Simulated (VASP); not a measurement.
# Zr2PdS3 (P-4m2) in VASP: notebook, part 2 of 2

VASP 6.6.1. Earlier steps stand in the parts before.

## (3) Relaxation of cell and atoms, PBE

This run uses another cell than the first one, of the same volume but with other edges.

Contents of INCAR:

```
SYSTEM = Zr2PdS3
PREC = Accurate
ENCUT = 600
EDIFF = 1E-6
ISMEAR = 0
SIGMA = 0.1
LREAL = .False.
LASPH = .True.
NELM = 100
ALGO = Normal
ISIF = 3
LWAVE = .False.
LCHARG = .False.
GGA = PE
IBRION = 2
NSW = 90
EDIFFG = -0.04
```

Contents of KPOINTS:

```
Automatic mesh
0
Gamma
  4 4 4
  0 0 0
```

Contents of POSCAR:

```
Zr2PdS3
1.0
    3.9556635700      0.0000000000      0.0000000000
    0.0000000000      3.9556635700      0.0000000000
    0.0000000000      0.0000000000      6.5799931600
Zr Pd S
2 1 3
Direct
    0.5000000000      0.0000000000      0.2671410100
    0.0000000000      0.5000000000      0.7328589900
    0.5000000000      0.5000000000      0.0000000000
    0.0000000000      0.0000000000      0.0000000000
    0.5000000000      0.0000000000      0.6756250300
    0.0000000000      0.5000000000      0.3243749700
```

Potentials or basis: VASP PAW PBE potentials, release 64 (Zr_sv, Pd, S).

The run is started by

```bash
$ cat potpaw_PBE.64/Zr_sv/POTCAR potpaw_PBE.64/Pd/POTCAR potpaw_PBE.64/S/POTCAR > POTCAR
$ mpirun -np 1 vasp_std > vasp.out
```

OUTCAR:

```text
SYSTEM = Zr2PdS3
   PREC = Accurate
   ENCUT = 600
   EDIFF = 1E-6
   ISMEAR = 0
   LREAL = .False.
   LASPH = .True.
   NELM = 100
   ISIF = 3
   GGA = PE
   IBRION = 2
   NSW = 90
   EDIFFG = -0.04

 ion  position               nearest neighbor table
   1  0.500  0.000  0.267-   3 2.65   4 2.65   3 2.65   4 2.65   5 2.69   6 2.82   6 2.82   6 2.82
                             6 2.82
   2  0.000  0.500  0.733-   3 2.65   4 2.65   4 2.65   3 2.65   6 2.69   5 2.82   5 2.82   5 2.82
                             5 2.82
   3  0.500  0.500  0.000-   1 2.65   2 2.65   1 2.65   2 2.65   4 2.80   4 2.80   4 2.80   4 2.80
                             5 2.91   6 2.91   6 2.91   5 2.91
   4  0.000  0.000  0.000-   1 2.65   2 2.65   2 2.65   1 2.65   3 2.80   3 2.80   3 2.80   3 2.80

   5  0.500  0.000  0.676-   1 2.69   2 2.82   2 2.82   2 2.82   2 2.82   3 2.91   3 2.91
   6  0.000  0.500  0.324-   2 2.69   1 2.82   1 2.82   1 2.82   1 2.82   3 2.91   3 2.91

  LATTYP: Found a simple tetragonal cell.
 ALAT       =     3.9556635700
 C/A-ratio  =     1.6634359934

  Lattice vectors:

 A1 = (   3.9556635700,   0.0000000000,   0.0000000000)
 A2 = (   0.0000000000,   3.9556635700,   0.0000000000)
 A3 = (   0.0000000000,   0.0000000000,   6.5799931600)

Analysis of symmetry for initial positions (statically):
=====================================================================
 Subroutine PRICEL returns:
 Original cell was already a primitive cell.

 Routine SETGRP: Setting up the symmetry group for a
 simple tetragonal supercell.

 Subroutine GETGRP returns: Found  8 space group operations
 (whereof  8 operations were pure point group operations)
 out of a pool of 16 trial point group operations.

The static configuration has the point symmetry D_2d.

Analysis of symmetry for dynamics (positions and initial velocities):
=====================================================================
 Subroutine PRICEL returns:
 Original cell was already a primitive cell.

[... 149 lines left out ...]

 number of electron      52.0000005 magnetization

 Free energy of the ion-electron system (eV)
  ---------------------------------------------------
  ext. energy  EPLUGINS =         0.00000000
  ---------------------------------------------------
  free energy    TOTEN  =       -40.94198970 eV

  energy without entropy =      -40.93407833  energy(sigma->0) =      -40.93803402

------------------------ aborting loop because EDIFF is reached ----------------------------------------

  FORCE on cell =-STRESS in cart. coord.  units (eV):
  Direction    XX          YY          ZZ          XY          YZ          ZX
  --------------------------------------------------------------------------------------
  -------------------------------------------------------------------------------------
  Total        0.9684610      0.9684610      7.7736247      0.0000000      0.0000000      0.0000000
  in kB       15.0705320     15.0705320    120.9678654      0.0000000      0.0000000      0.0000000
  external PRESSURE =      50.3696432 kB  Pullay stress =       0.0000000 kB
[... 101 lines left out ...]
  FREE ENERGIE OF THE ION-ELECTRON SYSTEM (eV)
  ---------------------------------------------------
  free  energy   TOTEN  =       -41.3715575887 eV

  energy  without entropy=      -41.3600986932  energy(sigma->0) =      -41.36582814

[... ionic steps 4 to 11 ...]

--------------------------------------- Ionic step       12  -------------------------------------------

 number of electron      51.9999994 magnetization

------------------------ aborting loop because EDIFF is reached ----------------------------------------
[... 35 lines left out ...]
--------------------------------------- Ionic step       13  -------------------------------------------

 number of electron      51.9999995 magnetization

 E-fermi :   9.9938     XC(G=0): -11.5268

 val. band max:        9.9658112543   @ k =   0.2500   0.0000   0.2500
 cond. band min:      10.0150345605   @ k =   0.5000   0.2500   0.2500
 fundamental gap:      0.0492233062
 Fermi energy:         9.9937690758

 k-point     1 :       0.0000    0.0000    0.0000
  band No.  band energies     occupation
      1     -39.9363      2.00000
      2     -39.9332      2.00000
      3     -18.0781      2.00000
      4     -18.0051      2.00000
      5     -17.9306      2.00000
      6     -17.9306      2.00000
[... 640 lines left out ...]
--------------------------------------- Ionic step       14  -------------------------------------------

 number of electron      51.9999995 magnetization

 Free energy of the ion-electron system (eV)
  ---------------------------------------------------
  ext. energy  EPLUGINS =         0.00000000
  ---------------------------------------------------
  free energy    TOTEN  =       -42.19700889 eV

  energy without entropy =      -42.17214670  energy(sigma->0) =      -42.18457779

 E-fermi :  10.0407     XC(G=0): -11.5438

 val. band max:       10.0133323239   @ k =   0.2500   0.0000   0.2500
 cond. band min:      10.0603315007   @ k =   0.5000   0.2500   0.2500
 fundamental gap:      0.0469991768
 Fermi energy:        10.0407408507

 k-point     1 :       0.0000    0.0000    0.0000
  band No.  band energies     occupation
      1     -39.8822      2.00000
      2     -39.8790      2.00000
      3     -18.0266      2.00000
      4     -17.9524      2.00000
      5     -17.8779      2.00000
      6     -17.8779      2.00000
[... 634 lines left out ...]
  FREE ENERGIE OF THE ION-ELECTRON SYSTEM (eV)
  ---------------------------------------------------
  free  energy   TOTEN  =       -42.1970088882 eV

  energy  without entropy=      -42.1721466965  energy(sigma->0) =      -42.18457779

 reached required accuracy - stopping structural energy minimisation
```

OSZICAR:

```text
N       E                     dE             d eps       ncg     rms          rms(c)
DAV:   1     0.468017293083E+03    0.46802E+03   -0.28902E+04  1116   0.180E+03
DAV:   2    -0.283425029211E+01   -0.47085E+03   -0.46114E+03  1265   0.431E+02
DAV:   3    -0.415083999814E+02   -0.38674E+02   -0.38442E+02  1743   0.102E+02
[... 149 lines left out ...]
DAV:   5    -0.421969757842E+02   -0.41072E-04   -0.13356E-04  1612   0.546E-02    0.397E-02
DAV:   6    -0.421969982212E+02   -0.22437E-04   -0.53002E-05  1915   0.391E-02    0.158E-02
DAV:   7    -0.421970069974E+02   -0.87762E-05   -0.15331E-05  1914   0.202E-02    0.706E-03
DAV:   8    -0.421970081442E+02   -0.11468E-05   -0.63869E-07   886   0.485E-03    0.384E-03
DAV:   9    -0.421970088882E+02   -0.74402E-06   -0.30872E-07   775   0.407E-03
  14 F= -.42197009E+02 E0= -.42184578E+02  d E =-.140869E-03
```

Wall time 12 min (1 thread of AMD EPYC 9R45 (Zen 5), shared host); peak memory 0.24 GiB.

Results:

```
Free energy                            : -42.1970 eV
Relaxed volume                         : 17.11 Å³/atom
Relaxed cell                           : a = 3.638 Å, b = 3.638 Å, c = 7.757 Å, α = 90.00°, β = 90.00°, γ = 90.00°
Space group after relaxing (to 0.05 Å) : P-4m2 (No. 115)
Energy gained by relaxing              : 209.2 meV/atom
Ionic steps                            : 14
Pressure after relaxing                : 0.3 GPa
Largest force after relaxing           : 0.021 eV/Å
Band gap on the k mesh                 : zero (band 26 reaches 10.73 eV, above the bottom of band 27 at 8.28 eV)
```

Forces on the atoms (eV/Å):
```
Zr   0.000  0.000 -0.018
Zr   0.000  0.000  0.018
Pd   0.000  0.000  0.000
S    0.000  0.000  0.000
S    0.000  0.000  0.021
S    0.000  0.000 -0.021
```

The path:
```tsv
step	energy change (eV)	largest force (eV/Å)	pressure (GPa)	volume (Å³)
1	0.0000	1.8741	5.04	102.96
2	-0.4291	1.2465	-6.02	111.10
3	-0.4296	1.2341	-6.24	111.32
4	-0.8807	0.7192	-3.88	107.80
5	-1.1933	0.3102	1.92	102.09
6	-1.1939	0.2804	1.69	102.28
7	-1.2307	0.2280	-0.67	103.72
8	-1.2328	0.2112	-1.61	104.39
9	-1.2333	0.2166	-1.32	104.17
10	-1.2463	0.2055	0.24	102.86
11	-1.2466	0.2068	0.03	103.02
12	-1.2513	0.1288	-0.04	103.02
13	-1.2549	0.0422	-0.16	103.02
14	-1.2550	0.0210	0.30	102.67
```

Final structure:
```xyz
6
Lattice="3.6380 0.0000 0.0000 0.0000 3.6380 0.0000 0.0000 0.0000 7.7573" Properties=species:S:1:pos:R:3 pbc="T T T"
Zr    1.8190    0.0000    2.1661
Zr    3.6380    1.8190    5.5912
Pd    1.8190    1.8190    0.0000
S     0.0000    0.0000    0.0000
S     1.8190    0.0000    4.8731
S     0.0000    1.8190    2.8843
```

Caveat: the k points lie up to 0.43 Å⁻¹ apart in the final cell.

## (4) Single point, PBE

Contents of INCAR:

```
SYSTEM = Zr2PdS3
PREC = Accurate ; ENCUT = 520
EDIFF = 1E-6 ; ISMEAR = 0
SIGMA = 0.1 ; LREAL = .FALSE.
LASPH = .TRUE. ; NELM = 60
ALGO = Normal ; ISIF = 2
LWAVE = .FALSE. ; LCHARG = .TRUE.
GGA = PE ; LELF = .TRUE.
LVHAR = .TRUE. ; NBANDS = 35
```

Contents of KPOINTS:

```
regular mesh
0
G
  10 10 6
  0 0 0
```

Contents of POSCAR:

```
Zr2PdS3
1.0
    3.6356020231      0.0000000000      0.0000000000
    0.0000000000      3.6356020231      0.0000000000
    0.0000000000      0.0000000000      7.7874376891
Zr Pd S
2 1 3
Direct
    0.5000000000      0.0000000000      0.2781961934
    0.0000000000      0.5000000000      0.7218038066
    0.5000000000      0.5000000000      0.0000000000
    0.0000000000      0.0000000000      0.0000000000
    0.5000000000      0.0000000000      0.6269380355
    0.0000000000      0.5000000000      0.3730619645
```

Potentials or basis: VASP PAW PBE potentials, release 64 (Zr_sv, Pd, S).

The run is started by

```bash
$ cat potpaw_PBE.64/Zr_sv/POTCAR potpaw_PBE.64/Pd/POTCAR potpaw_PBE.64/S/POTCAR > POTCAR
$ mpirun -np 1 vasp_std > vasp.out
```

OUTCAR:

```text
SYSTEM = Zr2PdS3
   PREC = Accurate
   ENCUT = 520
   EDIFF = 1E-6
   ISMEAR = 0
   LREAL = .FALSE.
   LASPH = .TRUE.
   NELM = 60
   ISIF = 2
   GGA = PE

 ion  position               nearest neighbor table
   1  0.500  0.000  0.278-   6 2.67   6 2.67   6 2.67   6 2.67   5 2.72   3 2.83   4 2.83   4 2.83
                             3 2.83
   2  0.000  0.500  0.722-   5 2.67   5 2.67   5 2.67   5 2.67   6 2.72   3 2.83   3 2.83   4 2.83
                             4 2.83
   3  0.500  0.500  0.000-   4 2.57   4 2.57   4 2.57   4 2.57   2 2.83   2 2.83   1 2.83   1 2.83

   4  0.000  0.000  0.000-   3 2.57   3 2.57   3 2.57   3 2.57   2 2.83   1 2.83   1 2.83   2 2.83

   5  0.500  0.000  0.627-   2 2.67   2 2.67   2 2.67   2 2.67   1 2.72
[... 1122 lines left out ...]
  Total       -0.0449588     -0.0449588      0.0062398      0.0000000     -0.0000000      0.0000000
  in kB       -0.6998061     -0.6998061      0.0971260      0.0000000     -0.0000000      0.0000000
  external PRESSURE =      -0.4341621 kB  Pullay stress =       0.0000000 kB

 VOLUME and BASIS-vectors are now :
 -----------------------------------------------------------------------------
  energy-cutoff  :      520.00
  volume of cell :      102.93
      direct lattice vectors                 reciprocal lattice vectors
     3.635602023  0.000000000  0.000000000     0.275057609  0.000000000  0.000000000
     0.000000000  3.635602023  0.000000000     0.000000000  0.275057609  0.000000000
     0.000000000  0.000000000  7.787437689     0.000000000  0.000000000  0.128411942

 POSITION                                       TOTAL-FORCE (eV/Angst)
 -----------------------------------------------------------------------------------
      1.81780      0.00000      2.16644         0.000000     -0.000000      0.001525
      0.00000      1.81780      5.62100        -0.000000     -0.000000     -0.001525
      1.81780      1.81780      0.00000        -0.000000      0.000000      0.000000
      0.00000      0.00000      0.00000        -0.000000     -0.000000      0.000000
      1.81780      0.00000      4.88224        -0.000000     -0.000000     -0.000322
      0.00000      1.81780      2.90520        -0.000000     -0.000000      0.000322
 -----------------------------------------------------------------------------------
    total drift:                                0.000000      0.000000     -0.000000

  FREE ENERGIE OF THE ION-ELECTRON SYSTEM (eV)
  ---------------------------------------------------
  free  energy   TOTEN  =       -42.2494889983 eV

  energy  without entropy=      -42.2316057321  energy(sigma->0) =      -42.24054737
```

Wall time 4.8 min (1 thread of AMD EPYC 9R45 (Zen 5), shared host); peak memory 0.36 GiB.

What came out:

- Free energy: -42.2495 eV
- Pressure: 0.0 GPa
- Band gap on the k mesh: zero (band 26 reaches 10.66 eV, above the bottom of band 27 at 8.26 eV)

Levels at points of the mesh, in eV from the Fermi level:
| k point | band 24 | band 25 | band 26 | band 27 | band 28 | band 29 |
| --- | --- | --- | --- | --- | --- | --- |
| (0.00, 0.00, 0.00) | -2.37 | -2.37 | -1.96 | -0.90 | 0.81 | 0.83 |
| (0.50, 0.00, 0.00) | -2.10 | 0.31 | 0.64 | 0.87 | 0.91 | 1.33 |
| (0.50, 0.50, 0.00) | -2.54 | -2.06 | -1.53 | 0.03 | 1.41 | 2.47 |
| (0.00, 0.00, 0.50) | -2.36 | -2.36 | -1.94 | -1.75 | 0.71 | 1.05 |
| (0.50, 0.00, 0.50) | -1.99 | -0.14 | 0.30 | 1.35 | 1.44 | 1.54 |
| (0.50, 0.50, 0.50) | -2.55 | -2.05 | -1.52 | -0.16 | 1.57 | 2.28 |

## (5) Relaxation of cell and atoms, PBE

Contents of INCAR:

```
ALGO = Normal
EDIFF = 1E-6
EDIFFG = -0.04
ENCUT = 600
GGA = PE
IBRION = 2
ISIF = 3
ISMEAR = 0
LASPH = True
LCHARG = False
LREAL = False
LWAVE = False
NELM = 80
NSW = 90
PREC = Accurate
SIGMA = 0.1
```

Contents of KPOINTS:

```
k-points
0
Gamma
  6 6 2
```

Contents of POSCAR:

```
Zr2PdS3
1.0
    3.6427905948      0.0000000000      0.0000000000
    0.0000000000      3.6427905948      0.0000000000
    0.0000000000      0.0000000000      7.7532691215
Zr Pd S
2 1 3
Direct
    0.5000000000      0.0000000000      0.2788656598
    0.0000000000      0.5000000000      0.7211343402
    0.5000000000      0.5000000000      0.0000000000
    0.0000000000      0.0000000000      0.0000000000
    0.5000000000      0.0000000000      0.6286231198
    0.0000000000      0.5000000000      0.3713768802
```

The run is started by

```bash
$ cat potpaw_PBE.64/Zr_sv/POTCAR potpaw_PBE.64/Pd/POTCAR potpaw_PBE.64/S/POTCAR > POTCAR
$ mpirun -np 1 vasp_std > vasp.out
```

Wall time 3.7 min (1 thread of AMD EPYC 9R45 (Zen 5), shared host); peak memory 0.24 GiB.

The run converged. Its results:

- Free energy: -42.3117 eV
- Relaxed volume: 17.12 Å³/atom
- Relaxed cell: a = 3.632 Å, b = 3.632 Å, c = 7.784 Å, α = 90.00°, β = 90.00°, γ = 90.00°
- Space group after relaxing (to 0.05 Å): P-4m2 (No. 115)
- Energy gained by relaxing: 0.7 meV/atom
- Ionic steps: 4
- Pressure after relaxing: 0.1 GPa
- Largest force after relaxing: 0.025 eV/Å
- Band gap on the k mesh: zero (band 26 reaches 10.69 eV, above the bottom of band 27 at 8.30 eV)

Forces on the atoms (eV/Å):
```
Zr   0.000  0.000 -0.025
Zr   0.000  0.000  0.025
Pd   0.000  0.000  0.000
S    0.000  0.000  0.000
S    0.000  0.000 -0.004
S    0.000  0.000  0.004
```

Stress tensor (GPa, compression positive):
```
0.02 0.00 0.00
0.00 0.02 0.00
0.00 0.00 0.14
```

Step by step:
```tsv
step	energy change (eV)	largest force (eV/Å)	pressure (GPa)	volume (Å³)
1	0.0000	0.1529	-0.17	102.89
2	-0.0023	0.0994	0.18	102.61
3	-0.0031	0.0476	0.51	102.36
4	-0.0042	0.0252	0.06	102.71
```

Final structure:
```cif
data_structure
_symmetry_space_group_name_H-M 'P 1'
_symmetry_Int_Tables_number 1
_cell_length_a 3.6323
_cell_length_b 3.6323
_cell_length_c 7.7845
_cell_angle_alpha 90.000
_cell_angle_beta 90.000
_cell_angle_gamma 90.000
_cell_volume 102.71
loop_
_atom_site_label
_atom_site_type_symbol
_atom_site_fract_x
_atom_site_fract_y
_atom_site_fract_z
_atom_site_occupancy
Zr1 Zr 0.50000 0.00000 0.27917 1
Zr2 Zr 0.00000 0.50000 0.72083 1
Pd1 Pd 0.50000 0.50000 0.00000 1
S1 S 0.00000 0.00000 0.00000 1
S2 S 0.50000 0.00000 0.62603 1
S3 S 0.00000 0.50000 0.37397 1
```

Levels at points of the mesh, in eV from the Fermi level:
| k point | band 23 | band 24 | band 25 | band 26 | band 27 | band 28 | band 29 | band 30 |
| --- | --- | --- | --- | --- | --- | --- | --- | --- |
| (0.00, 0.00, 0.00) | -2.70 | -2.41 | -2.41 | -2.01 | -0.97 | 0.75 | 0.80 | 0.90 |
| (0.50, 0.00, 0.00) | -2.45 | -2.12 | 0.29 | 0.60 | 0.81 | 0.84 | 1.33 | 1.46 |
| (0.50, 0.50, 0.00) | -2.93 | -2.55 | -2.07 | -1.54 | -0.01 | 1.34 | 2.43 | 2.43 |
| (0.00, 0.00, 0.50) | -2.55 | -2.40 | -2.40 | -2.02 | -1.79 | 0.65 | 1.00 | 1.20 |
| (0.50, 0.00, 0.50) | -2.65 | -2.01 | -0.21 | 0.28 | 1.30 | 1.40 | 1.50 | 1.66 |
| (0.50, 0.50, 0.50) | -3.26 | -2.56 | -2.06 | -1.54 | -0.21 | 1.51 | 2.25 | 2.25 |

Caveat: the k points lie up to 0.40 Å⁻¹ apart in the final cell.

## (6) Summary

| task | cell | k mesh | cutoff (eV) | gap on the mesh (eV) | pressure (GPa) | relaxed volume (Å³/atom) | largest force (eV/Å) |
| --- | --- | --- | --- | --- | --- | --- | --- |
| single point | a = 3.635, b = 3.635, c = 7.781 Å, 6 atoms | 6 × 6 × 2 | 520 | none | -0.1 | - | 0.01 |
| relaxation of cell and atoms | relaxed from a = 3.956, b = 3.956, c = 6.580 Å, 6 atoms | 4 × 4 × 4 | 600 | none | 0.3 | 17.11 | 0.02 |
| single point | a = 3.636, b = 3.636, c = 7.787 Å, 6 atoms | 10 × 10 × 6 | 520 | none | 0.0 | - | - |
| relaxation of cell and atoms | relaxed from a = 3.643, b = 3.643, c = 7.753 Å, 6 atoms | 6 × 6 × 2 | 600 | none | 0.1 | 17.12 | 0.03 |

Alike in all rows: level PBE; potentials or basis VASP PAW PBE potentials, release 64 (Zr_sv, Pd, S); no spin polarisation; smearing gaussian 0.1 eV.

Caveats: some runs use coarse meshes.

Absolute energies hang on the potentials; compare differences alone.
